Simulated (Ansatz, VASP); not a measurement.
## Au in VASP and in Ansatz

File INCAR:

```
SYSTEM = Au
  PREC = Accurate
  ENCUT = 520
  EDIFF = 1E-6
  ISMEAR = 0
  SIGMA = 0.15
  LREAL = .False.
  LASPH = .True.
  NELM = 60
  ALGO = Fast
  ISIF = 2
  LWAVE = .False.
  LCHARG = .False.
  GGA = PS
  NBANDS = 18
```

KPOINTS

```
regular mesh
0
Gamma
  18 18 10
  0 0 0
```

The input POSCAR:

```
Au
1.0
    2.8999984104      0.0000000000      0.0000000000
   -1.4499992052      2.5114722944      0.0000000000
    0.0000000000      0.0000000000      4.8800000000
Au
2
Direct
    0.3532419742      0.7064839484      0.7295081967
    0.6666666667      0.3333333333      0.2500000000
```

Input for Ansatz:

```yaml
crystal:
  lattice:
    - [2.8999984104, 0.0, 0.0]
    - [-1.4499992052, 2.5114722944, 0.0]
    - [0.0, 0.0, 4.88]
  atoms:
    - { symbol: Au, position: [0.3532419742, 0.7064839484, 0.7295081967] }
    - { symbol: Au, position: [0.6666666667, 0.3333333333, 0.25] }
basis:
  ecutwfc: 420
kpoints:
  mp_grid: { grid: [18, 18, 10] }
hamiltonian:
  xc: pbesol
scf:
  occupations: { method: gaussian, width: 0.15 }
output:
  forces: true
  stress: true
  eigenvalues: true
  write_density: true
  write_potential: true
  elf: true
  volumetric_format: npy
```

Alike in both runs: task single point; functional PBEsol; k mesh 18 × 18 × 10; occupations gaussian, width 0.15 eV; no spin polarisation.

|  | VASP | Ansatz |
| --- | --- | --- |
| version | VASP 6.6.1 | Ansatz 0.2.0 |
| potentials or method | VASP PAW PBE potentials, release 64 (Au), cutoff 520 eV | scalar-relativistic, plane waves, PAW |
| valence electrons in the cell | 22 | 38 |

|  | VASP | Ansatz | Ansatz less VASP |
| --- | --- | --- | --- |
| gap on the k mesh at the Fermi level (eV) | none | none | - |
| pressure (GPa) | -5.7 | -5.5 | +0.21 |
| traceless stress, the component that is largest in VASP (GPa) | 0.57 | 0.58 | +0.014 |
| rms of the force components (eV/Å) | 0.349 | 0.351 | +0.0021 |

VASP's potentials were made for PBE, not for PBEsol. Atom by atom the forces differ by 0.002 eV/Å (rms over components). A gap of «none» marks a metal or a gap that the smearing closes. VASP's potentials hold 22 valence electrons a cell and Ansatz's 38, so a difference there can come from the potentials and not from the codes.

Spin-orbit coupling is off throughout.
